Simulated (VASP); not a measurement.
# BeAs3 (I4/mmm) in VASP: further runs

Runs on BeAs3. Level: r2SCAN. Tasks: single point.

Everything below comes from runs of VASP 6.6.1. Logs are shortened: lines on timing, memory, paths and dates and some standing lists are left out, and cuts for length are marked.

## (1) The cell of the first run

The structure is tetragonal, space group I4/mmm (No. 139). Conventional cell: a = 4.186 Å, b = 4.186 Å, c = 18.090 Å, α = 90.00°, β = 90.00°, γ = 90.00°. As (site symmetry mmm) has 8 As at 2.96 to 3.08 Å and 4 Be at 3.00 Å within 3.9 Å. Within 3.9 Å of As (site symmetry -4m2) lie 8 As at 2.96 to 3.08 Å and 4 Be at 3.16 Å. As (site symmetry 4mm) has 4 Be at 2.96 Å and 8 As at 3.08 Å within 3.9 Å. Within 3.9 Å of Be (site symmetry 4mm) lie 12 As at 2.96 to 3.16 Å.

## (2) Single point, r2SCAN

Contents of POSCAR:

```
BeAs3
1.0
    0.0000000000      4.1859390000      0.0000000000
    4.1859390000      0.0000000000      0.0000000000
    2.0929690000      2.0929690000     -9.0447800000
As Be
6 2
Direct
    0.5000000000      0.0000000000      0.0000000000
    0.0000000000      0.5000000000      0.0000000000
    0.7500000000      0.2500000000      0.5000000000
    0.2500000000      0.7500000000      0.5000000000
    0.3749800000      0.3749800000      0.2500400000
    0.6250200000      0.6250200000      0.7499600000
    0.1188600000      0.1188600000      0.7622800000
    0.8811400000      0.8811400000      0.2377200000
```

Contents of INCAR.step1:

```
PREC = Accurate ; ENCUT = 520
ISMEAR = -1 ; SIGMA = 0.1
LREAL = F ; LASPH = T
NELM = 60 ; NBANDS = 27
GGA = PE ; ALGO = Normal
EDIFF = 1E-4 ; LWAVE = T
LCHARG = F
```

Contents of INCAR.step2:

```
PREC = Accurate ; ENCUT = 520
EDIFF = 1E-7 ; ISMEAR = -1
SIGMA = 0.1 ; LREAL = F
LASPH = T ; NELM = 60
ALGO = Normal ; ISIF = 2
LWAVE = F ; LCHARG = F
METAGGA = R2SCAN ; LMIXTAU = T
NBANDS = 27 ; ISTART = 1
```

Contents of KPOINTS:

```
Automatic mesh
0
Gamma
  5 5 5
```

Potentials or basis: VASP PAW PBE potentials, release 64 (As, Be).

On the command line:

```sh
$ cat potpaw_PBE.64/As/POTCAR potpaw_PBE.64/Be/POTCAR > POTCAR
$ cp INCAR.step1 INCAR
$ mpirun -np 1 vasp_std > vasp.out
$ cp INCAR.step2 INCAR
$ mpirun -np 1 vasp_std > vasp.out
```

OUTCAR:

```text
PREC = Accurate
   ENCUT = 520
   EDIFF = 1E-7
   ISMEAR = -1
   LREAL = F
   LASPH = T
   NELM = 60
   ISIF = 2
   METAGGA = R2SCAN
   ISTART = 1

 ion  position               nearest neighbor table
   1  0.500  0.000  0.000-
   2  0.000  0.500  0.000-
   3  0.750  0.250  0.500-
   4  0.250  0.750  0.500-
   5  0.375  0.375  0.250-
   6  0.625  0.625  0.750-
   7  0.119  0.119  0.762-
   8  0.881  0.881  0.238-

  LATTYP: Found a body centered tetragonal cell.
 ALAT       =     4.1859390000
 C/A-ratio  =     4.3215058796

  Lattice vectors:

 A1 = (  -2.0929690000,   2.0929700000,   9.0447800000)
 A2 = (   2.0929700000,  -2.0929690000,   9.0447800000)
 A3 = (   2.0929690000,   2.0929690000,  -9.0447800000)

Analysis of symmetry for initial positions (statically):
=====================================================================
 Subroutine PRICEL returns:
 Original cell was already a primitive cell.

 Routine SETGRP: Setting up the symmetry group for a
 body centered tetragonal supercell.

 Subroutine GETGRP returns: Found 16 space group operations
 (whereof 16 operations were pure point group operations)
 out of a pool of 16 trial point group operations.

The static configuration has the point symmetry D_4h.

Analysis of symmetry for dynamics (positions and initial velocities):
=====================================================================
 Subroutine PRICEL returns:
 Original cell was already a primitive cell.

 Routine SETGRP: Setting up the symmetry group for a
 body centered tetragonal supercell.

 Subroutine GETGRP returns: Found 16 space group operations
 (whereof 16 operations were pure point group operations)
 out of a pool of 16 trial point group operations.

The dynamic configuration has the point symmetry D_4h.

 Subroutine INISYM returns: Found 16 space group operations
 (whereof 16 operations are pure point group operations),
 and found     1 'primitive' translations

----------------------------------------------------------------------------------------

                                     Primitive cell

  volume of cell :     158.4834

  direct lattice vectors                    reciprocal lattice vectors
     0.000000000  4.185939000  0.000000000     0.000000000  0.238895025  0.055280491
     4.185939000  0.000000000  0.000000000     0.238895025  0.000000000  0.055280491
     2.092969000  2.092969000 -9.044780000     0.000000000  0.000000000 -0.110561009

  length of vectors
     4.185939000  4.185939000  9.516779062     0.245207597  0.245207597  0.110561009

  position of ions in fractional coordinates (direct lattice)
     0.500000000  0.000000000  0.000000000
     0.000000000  0.500000000  0.000000000
     0.750000000  0.250000000  0.500000000
     0.250000000  0.750000000  0.500000000
     0.374980000  0.374980000  0.250040000
     0.625020000  0.625020000  0.749960000
     0.118860000  0.118860000  0.762280000
     0.881140000  0.881140000  0.237720000

  ion indices of the primitive-cell ions
   primitive index   ion index
                 1           1
                 2           2
                 3           3
                 4           4
                 5           5
                 6           6
                 7           7
                 8           8

----------------------------------------------------------------------------------------

 KPOINTS: Automatic mesh

Automatic generation of k-mesh.
 Grid dimensions read from file:
 generate k-points for:    5    5    5

 Generating k-lattice:

  Cartesian coordinates                     Fractional coordinates (reciprocal lattice)
     0.000000000  0.047779005  0.011056098     0.200000000  0.000000000  0.000000000
     0.047779005  0.000000000  0.011056098     0.000000000  0.200000000  0.000000000
     0.000000000  0.000000000 -0.022112202     0.000000000  0.000000000  0.200000000

  Length of vectors
     0.049041519  0.049041519  0.022112202

  Shift w.r.t. Gamma in fractional coordinates (k-lattice)
     0.000000000  0.000000000  0.000000000

 Subroutine IBZKPT returns following result:
 ===========================================

 Found     18 irreducible k-points:

 Following reciprocal coordinates:
            Coordinates               Weight
  0.000000  0.000000  0.000000      1.000000
  0.200000  0.000000  0.000000      8.000000
  0.400000  0.000000  0.000000      8.000000
  0.200000  0.200000  0.000000      8.000000
  0.400000  0.200000  0.000000     16.000000
 -0.400000  0.200000  0.000000     16.000000
[... 10 lines left out ...]
  0.000000  0.000000  0.400000      2.000000
 -0.200000  0.000000  0.400000      4.000000
   k-points           NKPTS =     18   k-points in BZ     NKDIM =     18   number of bands    NBANDS=     27
   number of dos      NEDOS =    301   number of ions     NIONS =      8
   total plane-waves  NPLWV =  73728
   dimension x,y,z NGX =    32 NGY =   32 NGZ =   72
   dimension x,y,z NGXF=    64 NGYF=   64 NGZF=  144
   ions per type =               6   2
   NGX,Y,Z   is equivalent  to a cutoff of  12.71, 12.71, 12.58 a.u.
   NGXF,Y,Z  is equivalent  to a cutoff of  25.42, 25.42, 25.15 a.u.
 SYSTEM =  unknown system
   PREC   = accura    normal or accurate (medium, high low for compatibility)
   ISTART =      1    job   : 0-new  1-cont  2-samecut
   ICHARG =      0    charge: 1-file 2-atom 10-const
   ISPIN  =      1    spin polarized calculation?
   LNONCOLLINEAR =      F non collinear calculations
   LSORBIT =      F    spin-orbit coupling
   LASPH  =      T    aspherical Exc in radial PAW
   ENCUT  =  520.0 eV  38.22 Ry    6.18 a.u.   7.78  7.78 17.69*2*pi/ulx,y,z
   NELM   =     60;   NELMIN=  2; NELMDL=  0     # of ELM steps
   EDIFF  = 0.1E-06   stopping-criterion for ELM
   LREAL  =      F    real-space projection
   EDIFFG = 0.1E-05   stopping-criterion for IOM
   NSW    =      0    number of steps for IOM
   IBRION =     -1    ionic relax: 0-MD 1-quasi-New 2-CG
   NFREE  =      0    steps in history (QN), initial steepest desc. (CG)
   ISIF   =      2    stress and relaxation
   ISYM   =      2    0-nonsym 1-usesym 2-fastsym
   POTIM  = 0.5000    time-step for ionic-motion
   TEBEG  =    0.0;   TEEND  =   0.0 temperature during run
   PSTRESS=    0.0 pullay stress
   NELECT =      34.0000    total number of electrons
   NUPDOWN=      -1.0000    fix difference up-down
   EMIN   =  10.00;   EMAX   =-10.00  energy-range for DOS
   EFERMI =   0.00;   METHOD = LEGACY
   ISMEAR =    -1;   SIGMA  =   0.10  broadening in eV -4-tet -1-fermi 0-gaus
   EFERMI_NEDOS =   21; number of points for ismear=-14 and -15
   IALGO  =     38    algorithm
   IMIX   =      4    mixing-type and parameters
     AMIX     =   0.40;   BMIX     =  1.00
     AMIX_MAG =   1.60;   BMIX_MAG =  1.00
  volume/ion in A,a.u.               =      19.81       133.69
  Fermi-wavevector in a.u.,A,eV,Ry     =   0.980031  1.851990 13.067865  0.960461
  Thomas-Fermi vector in A             =   2.110930
   LORBIT       =      0    0 simple, 1 ext, 2 COOP (PROOUT), +10 PAW based schemes
   METAGGA = R2SCAN    functional components
   LHFCALC =     F    Hartree Fock is set to
   AEXX    =    0.0000 exact exchange contribution
   IVDW    =     0    specifies the selected vdW correction
   LEPSILON=     F    determine dielectric tensor
   LRPA    =     F    only Hartree local field effects (RPA)
 non-spin polarized calculation
  energy-cutoff  :      520.00
  volume of cell :      158.48
 maximum number of plane-waves:      4288
   NGX = 15   NGY = 15   NGZ = 35

 number of electron      34.0000008 magnetization

 Free energy of the ion-electron system (eV)
  ---------------------------------------------------
  ext. energy  EPLUGINS =         0.00000000
  ---------------------------------------------------
  free energy    TOTEN  =       -89.96515993 eV

  energy without entropy =      -89.82721629  energy(sigma->0) =      -89.89618811

 E-fermi :   4.8418     XC(G=0): -10.5138

 val. band max:        4.8144641958   @ k =  -0.4000   0.0000   0.2000
 cond. band min:       4.8742744913   @ k =   0.4000   0.0000   0.2000
 fundamental gap:      0.0598102955
 Fermi energy:         4.8418401218

 k-point     1 :       0.0000    0.0000    0.0000
  band No.  band energies     occupation
      1      -9.7277      2.00000
      2      -8.6522      2.00000
      3      -7.2060      2.00000
      4      -4.5588      2.00000
      5      -3.8036      2.00000
      6      -3.6516      2.00000
[... 19 lines left out ...]
     26       8.0402      0.00000
     27       8.0402      0.00000

 k-point     2 :       0.2000    0.0000    0.0000
  band No.  band energies     occupation
      1      -9.4077      2.00000
      2      -8.3979      2.00000
      3      -6.9624      2.00000
      4      -4.9931      2.00000
      5      -4.4892      2.00000
      6      -4.3710      2.00000
[... 19 lines left out ...]
     26       7.7217      0.00000
     27       8.9733      0.00000

 k-point     3 :       0.4000    0.0000    0.0000
  band No.  band energies     occupation
      1      -8.5156      2.00000
      2      -7.6909      2.00000
      3      -6.8991      2.00000
      4      -6.4179      2.00000
      5      -5.5860      2.00000
      6      -4.5768      2.00000
[... 414 lines left out ...]
      1      -9.5034      2.00000
      2      -9.1595      2.00000
      3      -6.2649      2.00000
      4      -5.5190      2.00000
      5      -3.8381      2.00000
      6      -3.6124      2.00000
[... 19 lines left out ...]
     26       7.7587      0.00000
     27      10.0109      0.00000

 k-point    18 :      -0.2000    0.0000    0.4000
  band No.  band energies     occupation
      1      -9.1346      2.00000
      2      -8.9452      2.00000
      3      -5.8877      2.00000
      4      -5.7621      2.00000
      5      -4.6699      2.00000
      6      -4.4117      2.00000
[... 19 lines left out ...]
     26       7.1836      0.00000
     27       9.5211      0.00000

------------------------ aborting loop because EDIFF is reached ----------------------------------------

  FORCE on cell =-STRESS in cart. coord.  units (eV):
  Direction    XX          YY          ZZ          XY          YZ          ZX
  --------------------------------------------------------------------------------------
  -------------------------------------------------------------------------------------
  Total       -9.6951656     -9.6951656     -7.2465790     -0.0000000     -0.0000004     -0.0000004
  in kB      -98.0126234    -98.0126234    -73.2588021     -0.0000000     -0.0000040     -0.0000040
  external PRESSURE =     -89.7613497 kB  Pullay stress =       0.0000000 kB

 VOLUME and BASIS-vectors are now :
 -----------------------------------------------------------------------------
  energy-cutoff  :      520.00
  volume of cell :      158.48
      direct lattice vectors                 reciprocal lattice vectors
     0.000000000  4.185939000  0.000000000     0.000000000  0.238895025  0.055280491
     4.185939000  0.000000000  0.000000000     0.238895025  0.000000000  0.055280491
     2.092969000  2.092969000 -9.044780000     0.000000000  0.000000000 -0.110561009

 POSITION                                       TOTAL-FORCE (eV/Angst)
 -----------------------------------------------------------------------------------
      0.00000      2.09297      0.00000         0.000000      0.000000      0.000000
      2.09297      0.00000      0.00000         0.000000      0.000000      0.000000
      2.09297      4.18594     -4.52239         0.000000     -0.000000      0.000000
      4.18594      2.09297     -4.52239        -0.000000      0.000000      0.000000
      2.09297      2.09297     -2.26156         0.000000      0.000000      0.093247
      4.18594      4.18594     -6.78322        -0.000000     -0.000000     -0.093247
      2.09297      2.09297     -6.89465         0.000000      0.000000      0.002650
      4.18594      4.18594     -2.15013        -0.000000     -0.000000     -0.002650
 -----------------------------------------------------------------------------------
    total drift:                               -0.000000      0.000000     -0.000000

  FREE ENERGIE OF THE ION-ELECTRON SYSTEM (eV)
  ---------------------------------------------------
  free  energy   TOTEN  =       -89.9651599332 eV

  energy  without entropy=      -89.8272162891  energy(sigma->0) =      -89.89618811
```

Run time: 7.2 min. Hardware: 1 thread of Intel Xeon 8259CL, shared host; peak memory 0.31 GiB.

Results:

- Free energy: -89.9652 eV
- Pressure: -9.0 GPa
- Largest force: 0.093 eV/Å
- Band gap on the k mesh: zero (bands 17 and 18 overlap by 0.90 eV)

Forces on the atoms (eV/Å):
```
As   0.000  0.000  0.000
As   0.000  0.000  0.000
As   0.000  0.000  0.000
As   0.000  0.000  0.000
As   0.000  0.000  0.093
As   0.000  0.000 -0.093
Be   0.000  0.000  0.003
Be   0.000  0.000 -0.003
```

Caveat: the cell stands under tension; the PAW data sets were made with another functional, which shifts forces and pressure a little.

(Continued in part 2 of 2.)

The gap in the log of VASP goes by the Fermi energy; the results here count the filled bands.